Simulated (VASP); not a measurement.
A run of VASP 6.6.1 is set up as follows.

Contents of INCAR:

```
PREC = Accurate ; ENCUT = 520
EDIFF = 1E-6 ; ISMEAR = 0
SIGMA = 0.15 ; LREAL = False
LASPH = True ; NELM = 60
ALGO = Normal ; ISIF = 2
LWAVE = False ; LCHARG = False
GGA = PS ; NBANDS = 16
```

File KPOINTS:

```
regular mesh
0
Gamma
  21 21 6
```

Contents of POSCAR:

```
C
1.0
    1.2945821205     -2.1826811528      0.0000000000
    1.2945821205      2.1826811528      0.0000000000
    0.0000000000      0.0000000000      7.5635426899
C
4
Direct
    0.0833216498      0.9166783502      0.7498439858
    0.5833216498      0.4166783502      0.2501560142
    0.9166783502      0.0833216498      0.2501560142
    0.4166783502      0.5833216498      0.7498439858
```

Potentials or basis: VASP PAW PBE potentials, release 64 (C).

Run with:

```bash
$ cat potpaw_PBE.64/C/POTCAR > POTCAR
$ mpirun -np 1 vasp_std > vasp.out
```

Predict the pressure.

-23.5 GPa.

Predict the band gap on the k mesh.

0.04 eV.

Estimate the largest force.

0.109 eV/Å.

Forces on the atoms (eV/Å):
```
C    0.000  0.109  0.000
C    0.000  0.109  0.000
C    0.000 -0.109  0.000
C    0.000 -0.109  0.000
```

Caveat: the PAW data sets were made with another functional, which shifts forces and pressure a little; this functional lacks dispersion, which binds the layers, so the pressure and a relaxed spacing across them are unreliable. A k mesh can miss the band edges.
